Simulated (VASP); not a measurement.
# La16HO24 (a cell with a defect) in VASP: further runs, part 2 of 3

VASP 6.6.1. The steps go on from the part before.

### Step 3. Single point, PBE

The input, INCAR:

```
PREC     = Accurate       # precision mode
ENCUT    = 520            # plane-wave cutoff, eV
EDIFF    = 1E-7           # SCF threshold, eV
ISMEAR   = -1             # smearing method
SIGMA    = 0.01           # smearing width, eV
LREAL    = Auto         
LASPH    = T              # aspherical terms in the spheres
NELM     = 60             # most SCF steps
ALGO     = Normal         # electronic algorithm
ISIF     = 2              # what is computed and relaxed
LWAVE    = F              # write WAVECAR
LCHARG   = F              # write CHGCAR
GGA      = PE             # functional
NELECT   = 320.0        
NBANDS   = 186            # bands
```

The input, KPOINTS:

```
Automatic mesh
0
Gamma
  1 1 1
  0.25 0.25 0.25
```

The input, POSCAR:

```
La16HO24
1.0
    7.8811453700     -0.0000000600      0.0000000000
   -3.9405726400      6.8252721300      0.0000000000
    0.0000000000      0.0000000000     12.3757188400
La O H
16 24 1
Direct
    0.3425534691      0.1679475922      0.3762320444
    0.1707474105      0.3295105261      0.1250213438
    0.3383420382      0.1614394268      0.8770347921
    0.1745815923      0.3365591828      0.6267296551
    0.3514923488      0.6743391228      0.3730317454
    0.1702647579      0.8322994163      0.1243157686
    0.3354445977      0.6630192810      0.8741009019
    0.1711045211      0.8341553131      0.6212399538
    0.8512060507      0.1866258263      0.4001674621
    0.6673760610      0.3293373505      0.1248089117
    0.8406722996      0.1647992972      0.8762337881
    0.6705481419      0.3367826215      0.6267024243
    0.8393300089      0.6735738829      0.3732818319
    0.6567224869      0.8050670999      0.1034225984
    0.8437038773      0.6627356338      0.8742145923
    0.6711430442      0.8329037923      0.6257439346
    0.3390241553      0.1641364621      0.1789985720
    0.1708281027      0.3372357858      0.3255889255
    0.0055667604     -0.0023924320      0.0005964098
    0.3400822598      0.1656794043      0.6759745521
    0.1723219045      0.3327188963      0.8230940062
    0.0037281251      0.0009800342      0.5011796147
    0.3396954038      0.6613140010      0.1741035028
    0.1721407937      0.8346222542      0.3231725811
   -0.0029755483      0.4817259938      0.0030712559
    0.3402563344      0.6667905592      0.6781541427
    0.1711988632      0.8316834702      0.8226444162
    0.0054703172      0.5012815511      0.5020812189
    0.8294883891      0.1454787488      0.1811761425
    0.6758882600      0.3372234831      0.3246352032
    0.5020750703     -0.0037919323      0.0004740735
    0.8408205316      0.1670178168      0.6756705698
    0.6699164591      0.3323372310      0.8237331610
    0.5114362443      0.0026601182      0.4996228567
    0.8358986731      0.6612099802      0.1734029375
    0.6851957688      0.8602717854      0.3133253955
    0.4994718601      0.4901854411      0.0068378250
    0.8415953942      0.6665111609      0.6787941055
    0.6696203647      0.8286438888      0.8286355833
    0.5163364725      0.5178477815      0.4964919678
   -0.2277253424      0.0324309393      0.2367239461
```

Potentials or basis: VASP PAW PBE potentials, release 64 (La, O, H).

Run with:

```sh
$ cat potpaw_PBE.64/La/POTCAR potpaw_PBE.64/O/POTCAR potpaw_PBE.64/H/POTCAR > POTCAR
$ mpirun -np 1 vasp_std > vasp.out
```

OUTCAR:

```text
PREC = Accurate
   ENCUT = 520
   EDIFF = 1E-7
   ISMEAR = -1
   LREAL = Auto
   LASPH = T
   NELM = 60
   ISIF = 2
   GGA = PE
   NELECT = 320.0

 ion  position               nearest neighbor table
   1  0.343  0.168  0.376-  30 2.36  24 2.37  18 2.41  17 2.44  34 2.74  22 2.78  40 2.81
   2  0.171  0.330  0.125-  23 2.34  17 2.37  29 2.43  18 2.48  37 2.68  25 2.69  19 2.74
   3  0.338  0.161  0.877-  27 2.35  33 2.36  21 2.40  20 2.49  31 2.72  19 2.74  37 2.76
   4  0.175  0.337  0.627-  26 2.34  32 2.36  20 2.38  21 2.43  28 2.75  22 2.77   9 3.57
   5  0.351  0.674  0.373-  18 2.38  36 2.40  24 2.40  23 2.46  40 2.67  34 2.73
   6  0.170  0.832  0.124-  35 2.36  17 2.36  23 2.40  24 2.46  19 2.72  31 2.73  25 2.82
   7  0.335  0.663  0.874-  21 2.34  39 2.35  27 2.36  26 2.43  31 2.76  25 2.81  37 2.83  14 3.59
[... 22 lines left out ...]
  26  0.340  0.667  0.678-   4 2.34  16 2.35   8 2.40   7 2.43
  27  0.171  0.832  0.823-  15 2.32   3 2.35   7 2.36   8 2.49
  28  0.005  0.501  0.502-   9 2.49   8 2.71   4 2.75  12 2.76  13 2.81
  29  0.829  0.145  0.181-  41 1.03   2 2.43  10 2.46  14 2.51   9 2.72
  30  0.676  0.337  0.325-   1 2.36  13 2.37   9 2.41  10 2.47
  31  0.502  0.996  0.000-  14 2.69   3 2.72   6 2.73  10 2.75   7 2.76  11 2.78
  32  0.841  0.167  0.676-   4 2.36  16 2.36  12 2.40  11 2.48
  33  0.670  0.332  0.824-  15 2.34   3 2.36  11 2.40  12 2.44
  34  0.511  0.003  0.500-   9 2.63   5 2.73  16 2.74   1 2.74   8 2.77  12 2.77
  35  0.836  0.661  0.173-  10 2.34   6 2.36  14 2.37  13 2.48
  36  0.685  0.860  0.313-   5 2.40  13 2.45   9 2.47  14 2.62
  37  0.499  0.490  0.007-  14 2.46  10 2.68   2 2.68   3 2.76   7 2.83
  38  0.842  0.667  0.679-  12 2.34   8 2.36  16 2.39  15 2.42
  39  0.670  0.829  0.829-   7 2.35  11 2.37  15 2.39  16 2.51
  40  0.516  0.518  0.496-   5 2.67  16 2.68  13 2.68  12 2.80   1 2.81
  41  0.772  0.032  0.237-  29 1.03  14 2.26   9 2.28

  LATTYP: Found a hexagonal cell.
 ALAT       =     7.8811453700
 C/A-ratio  =     1.5702944507

  Lattice vectors:

 A1 = (   7.8811453700,  -0.0000000600,   0.0000000000)
 A2 = (  -3.9405726400,   6.8252721300,   0.0000000000)
 A3 = (   0.0000000000,   0.0000000000,  12.3757188400)

Analysis of symmetry for initial positions (statically):
=====================================================================
 Subroutine PRICEL returns:
 Original cell was already a primitive cell.

 Routine SETGRP: Setting up the symmetry group for a
 hexagonal supercell.

 Subroutine GETGRP returns: Found  1 space group operations
 (whereof  1 operations were pure point group operations)
 out of a pool of 24 trial point group operations.

The static configuration has the point symmetry C_1 .

Analysis of symmetry for dynamics (positions and initial velocities):
=====================================================================
 Subroutine PRICEL returns:
 Original cell was already a primitive cell.

 Routine SETGRP: Setting up the symmetry group for a
 hexagonal supercell.

 Subroutine GETGRP returns: Found  1 space group operations
 (whereof  1 operations were pure point group operations)
 out of a pool of 24 trial point group operations.

The dynamic configuration has the point symmetry C_1 .

 Subroutine INISYM returns: Found  1 space group operations
 (whereof  1 operations are pure point group operations),
 and found     1 'primitive' translations

----------------------------------------------------------------------------------------

                                     Primitive cell
[... 133 lines left out ...]
   number of dos      NEDOS =    301   number of ions     NIONS =     41
   total plane-waves  NPLWV = 345600
   dimension x,y,z NGX =    60 NGY =   60 NGZ =   96
   dimension x,y,z NGXF=   120 NGYF=  120 NGZF=  192
   ions per type =              16  24   1
   NGX,Y,Z   is equivalent  to a cutoff of  12.66, 12.66, 12.90 a.u.
   NGXF,Y,Z  is equivalent  to a cutoff of  25.31, 25.31, 25.79 a.u.
 SYSTEM =  unknown system
   PREC   = accura    normal or accurate (medium, high low for compatibility)
   ISTART =      0    job   : 0-new  1-cont  2-samecut
   ICHARG =      2    charge: 1-file 2-atom 10-const
   ISPIN  =      1    spin polarized calculation?
   LNONCOLLINEAR =      F non collinear calculations
   LSORBIT =      F    spin-orbit coupling
   LASPH  =      T    aspherical Exc in radial PAW
   ENCUT  =  520.0 eV  38.22 Ry    6.18 a.u.  14.65 14.65 23.01*2*pi/ulx,y,z
   NELM   =     60;   NELMIN=  2; NELMDL= -5     # of ELM steps
   EDIFF  = 0.1E-06   stopping-criterion for ELM
   LREAL  =      T    real-space projection
   EDIFFG = 0.1E-05   stopping-criterion for IOM
   NSW    =      0    number of steps for IOM
   IBRION =     -1    ionic relax: 0-MD 1-quasi-New 2-CG
   NFREE  =      0    steps in history (QN), initial steepest desc. (CG)
   ISIF   =      2    stress and relaxation
   ISYM   =      2    0-nonsym 1-usesym 2-fastsym
   POTIM  = 0.5000    time-step for ionic-motion
   TEBEG  =    0.0;   TEEND  =   0.0 temperature during run
   PSTRESS=    0.0 pullay stress
   NELECT =     320.0000    total number of electrons
   NUPDOWN=      -1.0000    fix difference up-down
   EMIN   =  10.00;   EMAX   =-10.00  energy-range for DOS
   EFERMI =   0.00;   METHOD = LEGACY
   ISMEAR =    -1;   SIGMA  =   0.01  broadening in eV -4-tet -1-fermi 0-gaus
   EFERMI_NEDOS =   21; number of points for ismear=-14 and -15
   IALGO  =     38    algorithm
   IMIX   =      4    mixing-type and parameters
     AMIX     =   0.40;   BMIX     =  1.00
     AMIX_MAG =   1.60;   BMIX_MAG =  1.00
  volume/ion in A,a.u.               =      16.24       109.57
  Fermi-wavevector in a.u.,A,eV,Ry     =   1.282424  2.423430 22.376289  1.644611
  Thomas-Fermi vector in A             =   2.414736
   LORBIT       =      0    0 simple, 1 ext, 2 COOP (PROOUT), +10 PAW based schemes
   GGA     = PE    functional components
   LHFCALC =     F    Hartree Fock is set to
   AEXX    =    0.0000 exact exchange contribution
   IVDW    =     0    specifies the selected vdW correction
   LEPSILON=     F    determine dielectric tensor
   LRPA    =     F    only Hartree local field effects (RPA)
 non-spin polarized calculation
  energy-cutoff  :      520.00
  volume of cell :      665.70
 maximum number of plane-waves:     17910
 NGX is ok and might be reduce to    60
   NGX = 29   NGY = 29   NGZ = 47

 number of electron     320.0000002 magnetization

 Free energy of the ion-electron system (eV)
  ---------------------------------------------------
  ext. energy  EPLUGINS =         0.00000000
  ---------------------------------------------------
  free energy    TOTEN  =      -345.56636776 eV

  energy without entropy =     -345.56636776  energy(sigma->0) =     -345.56636776

 E-fermi :   6.0744     XC(G=0): -10.3784

 val. band max:        5.7377995922   @ k =  -0.2500  -0.2500   0.2500
 cond. band min:       9.7372721273   @ k =   0.5000  -0.2500   0.2500
 fundamental gap:      3.9994725352
 Fermi energy:         6.0744105735

 k-point     1 :       0.2500    0.2500    0.2500
  band No.  band energies     occupation
      1     -23.9940      2.00000
      2     -23.9403      2.00000
      3     -23.9104      2.00000
      4     -23.8881      2.00000
      5     -23.8737      2.00000
      6     -23.8467      2.00000
[... 1039 lines left out ...]
    171      10.4261      0.00000
    172      10.4413      0.00000
 [bands above 172 left out]

------------------------ aborting loop because EDIFF is reached ----------------------------------------

  FORCE on cell =-STRESS in cart. coord.  units (eV):
  Direction    XX          YY          ZZ          XY          YZ          ZX
  --------------------------------------------------------------------------------------
  -------------------------------------------------------------------------------------
  Total      -11.4813937    -10.5489102     -7.1082416      2.0777231      4.1609794     -1.2722963
  in kB      -27.6328354    -25.3885815    -17.1077550      5.0005584     10.0144340     -3.0620980
  external PRESSURE =     -23.3763906 kB  Pullay stress =       0.0000000 kB

 VOLUME and BASIS-vectors are now :
 -----------------------------------------------------------------------------
  energy-cutoff  :      520.00
  volume of cell :      665.70
      direct lattice vectors                 reciprocal lattice vectors
     7.881145370 -0.000000060  0.000000000     0.126885111  0.073257152  0.000000000
    -3.940572640  6.825272130  0.000000000     0.000000001  0.146514305  0.000000000
     0.000000000  0.000000000 12.375718840     0.000000000  0.000000000  0.080803387

 POSITION                                       TOTAL-FORCE (eV/Angst)
 -----------------------------------------------------------------------------------
      2.03790      1.14629      4.65614        -0.131118      0.066426     -0.000134
      0.04722      2.24900      1.54723         0.103037     -0.064257      0.023003
      2.03036      1.10187     10.85394        -0.098635      0.060200     -0.020982
      0.04967      2.29711      7.75623         0.143335     -0.074232      0.014691
      0.11288      4.60255      4.61654        -0.141128      0.077603     -0.018619
     -1.93785      5.68067      1.53850         0.132819     -0.061101      0.011540
[... 33 lines left out ...]
      2.02871      3.53445      6.14444        -0.012963      0.010682      0.004999
      5.95861      0.22135      2.92963        -0.004505     -0.071484      0.065522
 -----------------------------------------------------------------------------------
    total drift:                                0.010407      0.000579     -0.013302

  FREE ENERGIE OF THE ION-ELECTRON SYSTEM (eV)
  ---------------------------------------------------
  free  energy   TOTEN  =      -345.5663677598 eV

  energy  without entropy=     -345.5663677598  energy(sigma->0) =     -345.56636776
```

It took 38 min on 1 thread of Intel Xeon 6975P-C (Granite Rapids), shared host; peak memory 1 GiB.

Results:

| Property | Result |
| --- | --- |
| Free energy | -345.5664 eV |
| Largest force | 0.174 eV/Å |

Forces on the atoms (eV/Å):
```
La  -0.131  0.066  0.000
La   0.103 -0.064  0.023
La  -0.099  0.060 -0.021
La   0.143 -0.074  0.015
La  -0.141  0.078 -0.019
La   0.133 -0.061  0.012
La  -0.139  0.070 -0.039
La   0.115 -0.066  0.013
La  -0.107  0.067 -0.001
La   0.115 -0.076  0.006
La  -0.139  0.080 -0.002
La   0.129 -0.068  0.001
La  -0.115  0.073 -0.022
La   0.099 -0.049  0.018
La  -0.127  0.064 -0.015
La   0.137 -0.076  0.014
O   -0.124  0.059 -0.010
O    0.123 -0.065 -0.010
O    0.012 -0.004 -0.013
O   -0.133  0.075  0.005
O    0.127 -0.076  0.008
O   -0.009  0.005 -0.006
O   -0.110  0.058 -0.011
O    0.145 -0.078  0.000
O    0.008  0.001  0.000
O   -0.125  0.069 -0.005
O    0.113 -0.066  0.024
O    0.002  0.002  0.011
O   -0.087  0.141 -0.054
O    0.126 -0.074  0.011
O    0.013 -0.011  0.000
O   -0.121  0.066  0.002
O    0.117 -0.062  0.007
O   -0.008 -0.011  0.021
O   -0.126  0.072 -0.009
O    0.103 -0.067 -0.018
O    0.012 -0.005 -0.013
O   -0.137  0.078 -0.003
O    0.120 -0.070  0.011
O   -0.013  0.011  0.005
H   -0.005 -0.071  0.066
```

Caveat: the cell carries a net charge on a neutralising background, which shifts energy and pressure; the cell is charged against a uniform background, so pressure and absolute levels hang on convention; spin-orbit coupling is left out, which moves the levels of the heavy elements.

### Step 4. Single point, PBE

The input, INCAR:

```
SYSTEM = La16HO24
  ALGO = Normal
  EDIFF = 1E-6
  ENCUT = 520
  GGA = PE
  ISIF = 2
  ISMEAR = -1
  LASPH = .True.
  LCHARG = .False.
  LREAL = Auto
  LWAVE = .False.
  NBANDS = 186
  NELECT = 320.0
  NELM = 80
  PREC = Accurate
  SIGMA = 0.01
```

KPOINTS is that of step 3.

The input, POSCAR:

```
La16HO24
1.0
    7.8811453700     -0.0000000600      0.0000000000
   -3.9405726400      6.8252721300      0.0000000000
    0.0000000000      0.0000000000     12.3757188400
La O H
16 24 1
Direct
    0.3470987711      0.1667186303      0.3752346074
    0.1734323772      0.3348522911      0.1246206398
    0.3377934594      0.1602235046      0.8764109092
    0.1741931172      0.3346420431      0.6285638112
    0.3471883152      0.6673795468      0.3756420181
    0.1728762833      0.8342528916      0.1245128481
    0.3375703805      0.6659961586      0.8765988578
    0.1724210783      0.8342007325      0.6217187946
    0.8540909153      0.1701097083      0.3986284808
    0.6649232307      0.3443635646      0.1160486933
    0.8396271173      0.1637826345      0.8778596331
    0.6704062572      0.3337411310      0.6264242183
    0.8388239397      0.6619846014      0.3746374704
    0.6651720655      0.8152413463      0.1159407400
    0.8440269625      0.6660509594      0.8738052423
    0.6706283152      0.8321912932      0.6269142908
    0.3398376880      0.1671019116      0.1762311368
    0.1697752593      0.3319470590      0.3226749938
   -0.0001869262     -0.0014115188      0.0037238241
    0.3398443147      0.1641455460      0.6787485324
    0.1724317340      0.3334331536      0.8265323520
    0.0057883248      0.0023660596      0.5026247025
    0.3402357780      0.6629624335      0.1767628231
    0.1729319139      0.8334647912      0.3246520103
    0.0014372467      0.4954300628      0.0031443830
    0.3399473263      0.6650785396      0.6784232180
    0.1709239955      0.8325002875      0.8225920556
    0.0044724017      0.4939649198      0.5012841743
    0.8272501721      0.1589136710      0.1739728437
    0.6772840808      0.3260283251      0.3195640634
    0.4980002286     -0.0050570834     -0.0002594597
    0.8408957655      0.1650543786      0.6783531614
    0.6697996791      0.3337704339      0.8267565006
    0.5105292255      0.0014462472      0.5032684631
    0.8387164004      0.6644138086      0.1770296359
    0.6777962884      0.8464881591      0.3205560866
    0.5031454145      0.4989077308      0.0101584402
    0.8414959578      0.6652644706      0.6778819969
    0.6699850721      0.8304789805      0.8265679054
    0.5127615025      0.5012882953      0.4966998749
   -0.2848701977      0.1035769665      0.2233697320
```

Run with:

```sh
$ cat potpaw_PBE.64/La/POTCAR potpaw_PBE.64/O/POTCAR potpaw_PBE.64/H/POTCAR > POTCAR
$ mpirun -np 1 vasp_std > vasp.out
```

Run time: 32 min. Hardware: 1 thread of Intel Xeon 6975P-C (Granite Rapids), shared host; peak memory 0.99 GiB.

Results (log left out):

```
Free energy   : -345.3949 eV
Largest force : 0.160 eV/Å
```

Forces on the atoms (eV/Å):
```
La  -0.132  0.077 -0.001
La   0.111 -0.074  0.022
La  -0.124  0.066 -0.004
La   0.134 -0.077  0.018
La  -0.138  0.077 -0.022
La   0.124 -0.067  0.019
La  -0.129  0.071 -0.020
La   0.115 -0.067  0.015
La  -0.094  0.065  0.012
La   0.091 -0.057 -0.014
La  -0.135  0.075 -0.011
La   0.133 -0.076  0.016
La  -0.140  0.077  0.000
La   0.102 -0.065  0.020
La  -0.126  0.070 -0.007
La   0.135 -0.075  0.008
O   -0.115  0.059  0.004
O    0.128 -0.068 -0.003
O    0.013 -0.004 -0.017
O   -0.121  0.080 -0.011
O    0.125 -0.080 -0.002
O   -0.012  0.004 -0.022
O   -0.114  0.070  0.002
O    0.131 -0.079 -0.002
O    0.003 -0.006  0.001
O   -0.127  0.077 -0.012
O    0.117 -0.066  0.001
O   -0.012 -0.001  0.001
O   -0.011  0.109 -0.088
O    0.137 -0.079  0.019
O    0.008 -0.004  0.003
O   -0.129  0.076 -0.008
O    0.121 -0.072  0.003
O   -0.001  0.001  0.000
O   -0.110  0.070 -0.002
O    0.117 -0.081 -0.007
O    0.022 -0.003  0.005
O   -0.129  0.073 -0.004
O    0.128 -0.070 -0.001
O   -0.002  0.000  0.003
H   -0.093 -0.024  0.086
```

Levels at points of the mesh, in eV from the Fermi level:
| k point | band 158 | band 159 | band 160 | band 161 | band 162 | band 163 |
| --- | --- | --- | --- | --- | --- | --- |
| (0.25, 0.25, 0.25) | -0.30 | -0.26 | -0.24 | 3.78 | 3.89 | 3.99 |

Caveat: the cell carries a net charge on a neutralising background, which shifts energy and pressure; the cell is charged against a uniform background, so pressure and absolute levels hang on convention; spin-orbit coupling is left out, which moves the levels of the heavy elements.

(Part 2 of 3 ends here.)
